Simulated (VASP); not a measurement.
Input of a VASP 6.6.1 run:

The input INCAR:

```
PREC = Accurate
ENCUT = 520
EDIFF = 1E-7
ISMEAR = -1
SIGMA = 0.05
LREAL = Auto
LASPH = True
NELM = 100
ALGO = Normal
ISIF = 2
LWAVE = False
LCHARG = True
GGA = PE
IVDW = 12
LELF = True
LVHAR = True
NBANDS = 50
```

Contents of KPOINTS:

```
regular mesh
0
Gamma
  1 1 1
```

File POSCAR:

```
H15C2NO6
1.0
    6.6471370000      0.0000000000      0.0000000000
    0.0000000000      6.6471370000      0.0000000000
    0.0000000000      0.0000000000      6.6471370000
O H C N
6 15 2 1
Direct
    0.3026716615      0.5321840064      0.7569424250
    0.8052338924      0.8253478152      0.4274923174
    0.5760826052      0.5342751323      0.0721513638
    0.3158352235      0.8743463539      0.0420030458
    0.8210602550      0.2029746040      0.6388314247
    0.5827019964      0.4844792578      0.4771227071
    0.3693319395      0.5073161573      0.8863214343
    0.1655449557      0.4684422782      0.7647954300
    0.7649157825      0.9046601567      0.3091255679
    0.6981652402      0.7279825886      0.4466584636
    0.5488678810      0.6823689658      0.0752203543
    0.5615500327      0.4939570224      0.2065400487
    0.3619152125      0.9928485000     -0.0150741590
    0.2611801141      0.8030224140     -0.0683602580
    0.7555884586      0.1494327558      0.7593193882
    0.8300716534      0.0814335555      0.5527191632
    0.4602282155      0.4817261928      0.5691172004
    0.6668434846      0.3650895115      0.5355990105
    1.1859993257      0.3904237268      0.1882915908
    0.9684620612      0.5497253931      0.1955578770
    1.0132933923      0.3915219440      0.4022483665
    1.0295259448      0.4040987872      0.2384485230
    0.9233900249      0.2381927738      0.1452805922
    0.8138992772      0.1184570139      0.0757468967
```

Potentials or basis: VASP PAW PBE potentials, release 64 (O, H, C, N).

Launch:

```sh
$ cat potpaw_PBE.64/O/POTCAR potpaw_PBE.64/H/POTCAR potpaw_PBE.64/C/POTCAR potpaw_PBE.64/N/POTCAR > POTCAR
$ mpirun -np 1 vasp_gam > vasp.out
```

(1) Estimate the largest force.

(2) Estimate the dispersion energy per atom.

(3) Estimate the band gap on the k mesh.

(4) What does it give for the pressure?

Answers

(1) 3.285 eV/Å.

(2) -0.034 eV.

(3) 4.71 eV.

(4) 0.5 GPa.

Caveat: the k points lie up to 0.95 Å⁻¹ apart.
